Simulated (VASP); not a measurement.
# PbO (P2_1/m) in VASP: single point with PBE

Aim: the single point of PbO with PBE.

Program: VASP 6.6.1. These are calculated values, not measurements. Logs are shortened: lines on timing, memory, paths and dates and some standing lists are left out, and cuts for length are marked.

### 1 The cell of the first run

Symmetry: P2_1/m, No. 11, monoclinic system. The conventional cell has a = 3.941 Å, b = 3.784 Å, c = 4.875 Å, α = 90.00°, β = 90.18°, γ = 90.00°. Within 2.8 Å of Pb (site symmetry m) lie 4 O at 2.13 to 2.28 Å. O (site symmetry m) has 4 Pb at 2.13 to 2.28 Å and 4 O at 2.70 to 2.78 Å within 2.8 Å.

### 2 Single point, PBE (strained and its atoms moved)

The input, INCAR:

```
SYSTEM = PbO
PREC = Accurate
ENCUT = 520
EDIFF = 1E-6
ISMEAR = 0
SIGMA = 0.02
LREAL = .FALSE.
LASPH = .TRUE.
NELM = 100
ALGO = Normal
ISIF = 2
LWAVE = .FALSE.
LCHARG = .TRUE.
GGA = PE
LELF = .TRUE.
LVHAR = .TRUE.
NBANDS = 28
```

The input, KPOINTS:

```
Automatic mesh
0
G
  8 8 6
  0 0 0
```

The input, POSCAR:

```
PbO
1.0
    3.9404983680      0.0000000000      0.0062795520
    0.0000000000      3.7841057280      0.0000000000
    0.0079347600      0.0000000000      4.8754580400
Pb O
2 2
Direct
    0.0129185144      0.5000000000      0.2284562741
    0.4870814856      0.0000000000      0.7715437259
    0.0072508868      0.0000000000     -0.0247268047
    0.4927491132      0.5000000000      0.0247268047
```

Potentials or basis: VASP PAW PBE potentials, release 64 (Pb_d, O).

Run with:

```sh
cat potpaw_PBE.64/Pb_d/POTCAR potpaw_PBE.64/O/POTCAR > POTCAR
mpirun -np 1 vasp_std > vasp.out
```

OUTCAR:

```text
SYSTEM = PbO
   PREC = Accurate
   ENCUT = 520
   EDIFF = 1E-6
   ISMEAR = 0
   LREAL = .FALSE.
   LASPH = .TRUE.
   NELM = 100
   ISIF = 2
   GGA = PE

 ion  position               nearest neighbor table
   1  0.013  0.500  0.228-   4 2.13   3 2.26   3 2.26   4 2.28   2 3.47   2 3.47   2 3.59   2 3.59
                             2 3.76   2 3.76   2 3.85   2 3.85
   2  0.487  0.000  0.772-   3 2.13   4 2.26   4 2.26   3 2.28   1 3.47   1 3.47   1 3.59   1 3.59
                             1 3.76   1 3.76   1 3.85   1 3.85
   3  0.007  0.000  0.975-   2 2.13   1 2.26   1 2.26   2 2.28
   4  0.493  0.500  0.025-   1 2.13   2 2.26   2 2.26   1 2.28

  LATTYP: Found a simple monoclinic cell.
 ALAT       =     3.9405033715
 B/A-ratio  =     0.9603102374
 C/A-ratio  =     1.2372694646
 COS(beta)  =    -0.0032210752

  Lattice vectors:

 A1 = (   3.9404983680,   0.0000000000,   0.0062795520)
 A2 = (   0.0000000000,  -3.7841057280,   0.0000000000)
 A3 = (  -0.0079347600,   0.0000000000,  -4.8754580400)

Analysis of symmetry for initial positions (statically):
=====================================================================
 Subroutine PRICEL returns:
 Original cell was already a primitive cell.

 Routine SETGRP: Setting up the symmetry group for a
 simple monoclinic supercell.

 Subroutine GETGRP returns: Found  4 space group operations
 (whereof  2 operations were pure point group operations)
 out of a pool of  4 trial point group operations.

The static configuration has the point symmetry C_1h.
 The point group associated with its full space group is C_2h.

Analysis of symmetry for dynamics (positions and initial velocities):
=====================================================================
 Subroutine PRICEL returns:
 Original cell was already a primitive cell.

 Routine SETGRP: Setting up the symmetry group for a
 simple monoclinic supercell.

 Subroutine GETGRP returns: Found  4 space group operations
 (whereof  2 operations were pure point group operations)
 out of a pool of  4 trial point group operations.

The dynamic configuration has the point symmetry C_1h.
 The point group associated with its full space group is C_2h.

 Subroutine INISYM returns: Found  4 space group operations
 (whereof  2 operations are pure point group operations),
 and found     1 'primitive' translations

----------------------------------------------------------------------------------------

                                     Primitive cell

  volume of cell :      72.6990

  direct lattice vectors                    reciprocal lattice vectors
     3.940498368  0.000000000  0.006279552     0.253775665  0.000000000 -0.000413017
     0.000000000  3.784105728  0.000000000     0.000000000  0.264263229  0.000000000
     0.007934760  0.000000000  4.875458040    -0.000326861  0.000000000  0.205109466

  length of vectors
     3.940503372  3.784105728  4.875464497     0.253776001  0.264263229  0.205109726

  position of ions in fractional coordinates (direct lattice)
     0.012918514  0.500000000  0.228456274
     0.487081486  0.000000000  0.771543726
     0.007250887  0.000000000  0.975273195
     0.492749113  0.500000000  0.024726805

  ion indices of the primitive-cell ions
   primitive index   ion index
                 1           1
                 2           2
                 3           3
                 4           4

----------------------------------------------------------------------------------------

 KPOINTS: Automatic mesh

Automatic generation of k-mesh.
 Grid dimensions read from file:
 generate k-points for:    8    8    6

 Generating k-lattice:

  Cartesian coordinates                     Fractional coordinates (reciprocal lattice)
     0.031721958  0.000000000 -0.000051627     0.125000000  0.000000000  0.000000000
     0.000000000  0.033032904  0.000000000     0.000000000  0.125000000  0.000000000
    -0.000054477  0.000000000  0.034184911     0.000000000  0.000000000  0.166666667

  Length of vectors
     0.031722000  0.033032904  0.034184954

  Shift w.r.t. Gamma in fractional coordinates (k-lattice)
     0.000000000  0.000000000  0.000000000

 Subroutine IBZKPT returns following result:
 ===========================================

 Found    130 irreducible k-points:

 Following reciprocal coordinates:
            Coordinates               Weight
  0.000000  0.000000  0.000000      1.000000
  0.125000  0.000000 -0.000000      2.000000
  0.250000  0.000000 -0.000000      2.000000
  0.375000  0.000000  0.000000      2.000000
  0.500000  0.000000 -0.000000      1.000000
  0.000000  0.125000  0.000000      2.000000
[... 16 lines left out ...]
  0.250000  0.500000 -0.000000      2.000000
  0.375000  0.500000  0.000000      2.000000
 [... further k-points ...]
   k-points           NKPTS =    130   k-points in BZ     NKDIM =    130   number of bands    NBANDS=     28
   number of dos      NEDOS =    301   number of ions     NIONS =      4
   total plane-waves  NPLWV =  30240
   dimension x,y,z NGX =    30 NGY =   28 NGZ =   36
   dimension x,y,z NGXF=    60 NGYF=   56 NGZF=   72
   ions per type =               2   2
   NGX,Y,Z   is equivalent  to a cutoff of  12.66, 12.30, 12.28 a.u.
   NGXF,Y,Z  is equivalent  to a cutoff of  25.31, 24.60, 24.55 a.u.
 SYSTEM =  PbO
   PREC   = accura    normal or accurate (medium, high low for compatibility)
   ISTART =      0    job   : 0-new  1-cont  2-samecut
   ICHARG =      2    charge: 1-file 2-atom 10-const
   ISPIN  =      1    spin polarized calculation?
   LNONCOLLINEAR =      F non collinear calculations
   LSORBIT =      F    spin-orbit coupling
   LASPH  =      T    aspherical Exc in radial PAW
   ENCUT  =  520.0 eV  38.22 Ry    6.18 a.u.   7.33  7.04  9.07*2*pi/ulx,y,z
   NELM   =    100;   NELMIN=  2; NELMDL= -5     # of ELM steps
   EDIFF  = 0.1E-05   stopping-criterion for ELM
   LREAL  =      F    real-space projection
   EDIFFG = 0.1E-04   stopping-criterion for IOM
   NSW    =      0    number of steps for IOM
   IBRION =     -1    ionic relax: 0-MD 1-quasi-New 2-CG
   NFREE  =      0    steps in history (QN), initial steepest desc. (CG)
   ISIF   =      2    stress and relaxation
   ISYM   =      2    0-nonsym 1-usesym 2-fastsym
   POTIM  = 0.5000    time-step for ionic-motion
   TEBEG  =    0.0;   TEEND  =   0.0 temperature during run
   PSTRESS=    0.0 pullay stress
   NELECT =      40.0000    total number of electrons
   NUPDOWN=      -1.0000    fix difference up-down
   EMIN   =  10.00;   EMAX   =-10.00  energy-range for DOS
   EFERMI =   0.00;   METHOD = LEGACY
   ISMEAR =     0;   SIGMA  =   0.02  broadening in eV -4-tet -1-fermi 0-gaus
   EFERMI_NEDOS =   21; number of points for ismear=-14 and -15
   IALGO  =     38    algorithm
   IMIX   =      4    mixing-type and parameters
     AMIX     =   0.40;   BMIX     =  1.00
     AMIX_MAG =   1.60;   BMIX_MAG =  1.00
  volume/ion in A,a.u.               =      18.17       122.65
  Fermi-wavevector in a.u.,A,eV,Ry     =   1.341483  2.535036 24.484736  1.799577
  Thomas-Fermi vector in A             =   2.469713
   LORBIT       =      0    0 simple, 1 ext, 2 COOP (PROOUT), +10 PAW based schemes
   GGA     = PE    functional components
   LHFCALC =     F    Hartree Fock is set to
   AEXX    =    0.0000 exact exchange contribution
   IVDW    =     0    specifies the selected vdW correction
   LEPSILON=     F    determine dielectric tensor
   LRPA    =     F    only Hartree local field effects (RPA)
 non-spin polarized calculation
 Gauss-broadening in eV      SIGMA  =   0.02
  energy-cutoff  :      520.00
  volume of cell :       72.70
 maximum number of plane-waves:      1988
 NGX is ok and might be reduce to    30
   NGX = 15   NGY = 15   NGZ = 19

 number of electron      39.9999992 magnetization

 Free energy of the ion-electron system (eV)
  ---------------------------------------------------
  ext. energy  EPLUGINS =         0.00000000
  ---------------------------------------------------
  free energy    TOTEN  =       -20.75361335 eV

  energy without entropy =      -20.75361335  energy(sigma->0) =      -20.75361335

 E-fermi :   6.4931     XC(G=0): -10.2684

 val. band max:        6.3360883030   @ k =   0.0000   0.1250   0.0000
 cond. band min:       7.5532504396   @ k =   0.5000   0.5000  -0.0000
 fundamental gap:      1.2171621366
 Fermi energy:         6.4930834345

 k-point     1 :       0.0000    0.0000    0.0000
  band No.  band energies     occupation
      1     -13.3072      2.00000
      2     -12.5444      2.00000
      3      -9.9808      2.00000
      4      -9.9744      2.00000
      5      -9.8918      2.00000
      6      -9.8674      2.00000
[... 20 lines left out ...]
     27      14.1387      0.00000
     28      14.6691      0.00000

 k-point     2 :       0.1250    0.0000   -0.0000
  band No.  band energies     occupation
      1     -13.2540      2.00000
      2     -12.5479      2.00000
      3      -9.9663      2.00000
      4      -9.9662      2.00000
      5      -9.8778      2.00000
      6      -9.8708      2.00000
[... 20 lines left out ...]
     27      14.3939      0.00000
     28      15.6227      0.00000

 k-point     3 :       0.2500    0.0000   -0.0000
  band No.  band energies     occupation
      1     -13.1135      2.00000
      2     -12.5691      2.00000
      3      -9.9438      2.00000
      4      -9.9300      2.00000
      5      -9.8566      2.00000
      6      -9.8312      2.00000
[... 20 lines left out ...]
     27      14.7734      0.00000
     28      17.3719      0.00000

 k-point     4 :       0.3750    0.0000    0.0000
  band No.  band energies     occupation
      1     -12.9357      2.00000
      2     -12.6290      2.00000
      3      -9.9119      2.00000
      4      -9.8885      2.00000
      5      -9.8350      2.00000
      6      -9.8228      2.00000
[... 578 lines left out ...]
     27      15.8611      0.00000
     28      15.8611      0.00000

 k-point    23 :       0.2500    0.5000   -0.0000
  band No.  band energies     occupation
      1     -12.7897      2.00000
      2     -12.7897      2.00000
      3      -9.8441      2.00000
      4      -9.8441      2.00000
      5      -9.8074      2.00000
      6      -9.8074      2.00000
[... 20 lines left out ...]
     27      15.3815      0.00000
     28      15.3815      0.00000

 k-point    24 :       0.3750    0.5000    0.0000
  band No.  band energies     occupation
      1     -12.7406      2.00000
      2     -12.7406      2.00000
      3      -9.8366      2.00000
      4      -9.8366      2.00000
      5      -9.7651      2.00000
      6      -9.7651      2.00000
[... 20 lines left out ...]
     27      14.9895      0.00000
     28      14.9895      0.00000

 [... further k-points ...]

------------------------ aborting loop because EDIFF is reached ----------------------------------------

  FORCE on cell =-STRESS in cart. coord.  units (eV):
  Direction    XX          YY          ZZ          XY          YZ          ZX
  --------------------------------------------------------------------------------------
  -------------------------------------------------------------------------------------
  Total       10.9888677      6.2641101      7.0449410      0.0000000      0.0000000     -1.8828422
  in kB      242.1780717    138.0515394    155.2598757      0.0000000      0.0000000    -41.4950016
  external PRESSURE =     178.4964956 kB  Pullay stress =       0.0000000 kB

 VOLUME and BASIS-vectors are now :
 -----------------------------------------------------------------------------
  energy-cutoff  :      520.00
  volume of cell :       72.70
      direct lattice vectors                 reciprocal lattice vectors
     3.940498368  0.000000000  0.006279552     0.253775665  0.000000000 -0.000413017
     0.000000000  3.784105728  0.000000000     0.000000000  0.264263229  0.000000000
     0.007934760  0.000000000  4.875458040    -0.000326861  0.000000000  0.205109466

 POSITION                                       TOTAL-FORCE (eV/Angst)
 -----------------------------------------------------------------------------------
      0.05272      1.89205      1.11391        -0.974408      0.000000      2.638866
      1.92547      0.00000      3.76469         0.974408      0.000000     -2.638866
      0.03631      0.00000      4.75495        -0.982506      0.000000      0.724163
      1.94187      1.89205      0.12365         0.982506      0.000000     -0.724163
 -----------------------------------------------------------------------------------
    total drift:                                0.000000      0.000000     -0.000000

  FREE ENERGIE OF THE ION-ELECTRON SYSTEM (eV)
  ---------------------------------------------------
  free  energy   TOTEN  =       -20.7536133532 eV

  energy  without entropy=      -20.7536133532  energy(sigma->0) =      -20.75361335
```

It took 94 s on 1 thread of Intel Xeon 6975P-C (Granite Rapids), shared host; peak memory 0.33 GiB.

Results:

```
Free energy            : -20.7536 eV
Pressure               : 17.8 GPa
Largest force          : 2.813 eV/Å
Band gap on the k mesh : 1.22 eV, indirect (least direct gap 2.38 eV)
```

Forces on the atoms (eV/Å):
```
Pb  -0.974  0.000  2.639
Pb   0.974  0.000 -2.639
O   -0.983  0.000  0.724
O    0.983  0.000 -0.724
```

Stress tensor (GPa, compression positive):
```
24.22  0.00 -4.15
 0.00 13.81  0.00
-4.15  0.00 15.53
```

Caveat: the cell differs from its parent crystal (strained and its atoms moved); spin-orbit coupling is left out, which moves the levels of the heavy elements; forces of over 1 eV/Å act on the atoms, so gaps and moduli don't describe the material at rest.
